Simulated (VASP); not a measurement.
Wanted: the native input for a VASP 6.6.1 run.

```
Task                   : relaxation of cell and atoms
Functional             : LDA
Potentials or basis    : VASP PAW LDA potentials, release 64 (Cu)
Cutoff                 : 600 eV
k mesh                 : 11 × 11 × 11
Occupations            : gaussian, width 0.1 eV
Spin                   : no spin polarisation
Dipole correction      : no
Further INCAR settings : ALGO = Normal; EDIFF = 1e-07; IBRION = 2; EDIFFG = -0.03; NSW = 80; ISIF = 3
```

The structure of Cu lies in POSCAR:

```
Cu
1.0
    0.0000000000      1.8100000000      1.8100000000
    1.8100000000      0.0000000000      1.8100000000
    1.8100000000      1.8100000000      0.0000000000
Cu
1
Direct
    0.0000000000      0.0000000000      0.0000000000
```

The input as run:

INCAR

```
SYSTEM = Cu
PREC = Accurate ; ENCUT = 600
EDIFF = 1E-7 ; ISMEAR = 0
SIGMA = 0.1 ; LREAL = .FALSE.
LASPH = .TRUE. ; NELM = 120
ALGO = Normal ; ISIF = 3
LWAVE = .FALSE. ; LCHARG = .FALSE.
IBRION = 2 ; NSW = 80
EDIFFG = -0.03 ; GGA_COMPAT = .FALSE.
NELMIN = 4
```

KPOINTS

```
Automatic mesh
0
G
  11 11 11
  0 0 0
```

Potentials or basis: VASP PAW LDA potentials, release 64 (Cu).

Launch:

```bash
$ cat potpaw_LDA.64/Cu/POTCAR > POTCAR
$ mpirun -np 1 vasp_std > vasp.out
```

Results of the run:

| Item | Value |
| --- | --- |
| Relaxed volume | 10.93 Å³/atom |
| Relaxed cell | a = 2.491 Å, b = 2.491 Å, c = 2.491 Å, α = 60.00°, β = 60.00°, γ = 60.00° |
| Space group after relaxing (to 0.1 Å) | Fm-3m (No. 225) |
| Energy gained by relaxing | 39.7 meV/atom |
| Ionic steps | 3 |
| Pressure after relaxing | -0.1 GPa |
| Band gap on the k mesh | zero (an odd number of electrons rules out a gap without spin polarisation) |

Wall time 9.4 s on 1 thread of Intel(R) Xeon(R) Platinum 8488C (Sapphire Rapids), with other jobs on the host, peak memory 0.13 GiB.
